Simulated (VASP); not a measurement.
## Ba: relaxation of cell and atoms with PBE

Ba:

```
Ba
1.0
     4.96513    0.00000    0.00000
     0.00000    4.96513    0.00000
     0.00000    0.00000    5.95734
Ba
2
Direct
  0.50000 0.00000 0.01960
  0.00000 0.50000 0.98040
```

The cell was generated, and may not be a known phase.

```
Program                : VASP 6.6.1
Task                   : relaxation of cell and atoms
Functional             : PBE
Potentials or basis    : VASP PAW PBE potentials, release 64 (Ba_sv)
Cutoff                 : 600 eV
k mesh                 : 4 × 4 × 4
Occupations            : gaussian, width 0.1 eV
Spin                   : no spin polarisation
Dipole correction      : no
Further INCAR settings : ALGO = Normal; EDIFF = 1e-06; IBRION = 2; EDIFFG = -0.04; NSW = 90; ISIF = 3
```

| Quantity | Value |
| --- | --- |
| Relaxed volume | 64.13 Å³/atom |
| Relaxed cell | a = 5.058 Å, b = 5.058 Å, c = 5.013 Å, α = 90.00°, β = 90.00°, γ = 90.00° |
| Space group after relaxing (to 0.1 Å) | Im-3m (No. 229) |
| Energy gained by relaxing | 978.4 meV/atom |
| Ionic steps | 45 |
| Pressure after relaxing | -0.1 GPa |
| Largest force after relaxing | 0.038 eV/Å |
| Band gap on the k mesh | zero (bands 10 and 11 overlap by 1.00 eV) |

Forces in eV/Å, atoms in the order of the input:
```
Ba   0.000  0.000  0.038
Ba   0.000  0.000 -0.038
```

Step by step:
```
step  energy change (eV)  largest force (eV/Å)  pressure (GPa)  volume (Å³)
   1              0.0000                0.1682            1.18       146.86
   3             -0.9580                0.1343           -1.22       177.00
   5             -1.2098                0.1062           -0.83       149.66
   7             -1.2184                0.1048           -0.79       145.57
   9             -1.2863                0.1255           -0.39       130.93
  11             -1.3029                0.1297            0.03       121.49
  13             -1.3062                0.1403            0.02       121.50
  15             -1.3409                0.2051            0.27       117.84
  17             -1.3627                0.1736            0.84       113.00
  19             -1.3658                0.1776            0.89       112.82
  21             -1.3791                0.2100            1.05       112.11
  23             -1.4477                0.1951            1.48       109.30
  25             -1.4458                0.0062            1.77       107.70
  27             -1.4685                0.0498            1.62       108.56
  29             -1.5611                0.0174            1.60       108.96
  31             -1.5644                0.1950            1.47       109.08
  33             -1.6033                0.0973            1.38       110.54
  35             -1.8377                0.0577            0.36       124.40
  37             -1.8793                0.1374           -0.35       133.77
  39             -1.8973                0.1248           -0.19       131.21
  41             -1.9086                0.0799            1.23       113.95
  43             -1.9515                0.0796            0.22       124.40
  45             -1.9567                0.0377           -0.08       128.25
```

Final structure:
```
Ba
1.0
     5.05809    0.00000    0.00000
     0.00000    5.05809    0.00000
     0.00000    0.00000    5.01296
Ba
2
Direct
  0.50000 0.00000 0.24717
  0.00000 0.50000 0.75283
```

Levels at points of the mesh, in eV from the Fermi level:
```
           k point  band 6  band 7  band 8  band 9  band 10  band 11  band 12  band 13  band 14
(0.00, 0.00, 0.00)  -13.99  -13.99  -13.99   -2.86    -0.64    -0.63     1.66     1.71     3.03
(0.50, 0.00, 0.00)  -14.14  -14.14  -14.14   -1.04    -1.04     0.63     0.63     1.77     1.77
(0.50, 0.50, 0.00)  -14.13  -13.99  -13.99   -1.00    -1.00     0.61     0.61     1.06     1.06
(0.00, 0.00, 0.50)  -14.15  -14.13  -14.13   -1.03    -1.01     0.61     0.69     1.70     1.70
(0.50, 0.00, 0.50)  -14.13  -14.00  -14.00   -0.99    -0.99     0.56     0.56     1.09     1.09
(0.50, 0.50, 0.50)  -14.21  -14.20  -14.20    0.37     0.37     0.39     0.39     0.41     0.41
```

Wall time 23 min on 1 thread of Oxide Virtual Turin-like Processor (shared host), peak memory 0.27 GiB.

Caveat: a cell axis changed by over 15 % at a fixed basis, so the end point is rough; spin-orbit coupling is left out, which moves the levels of the heavy elements.
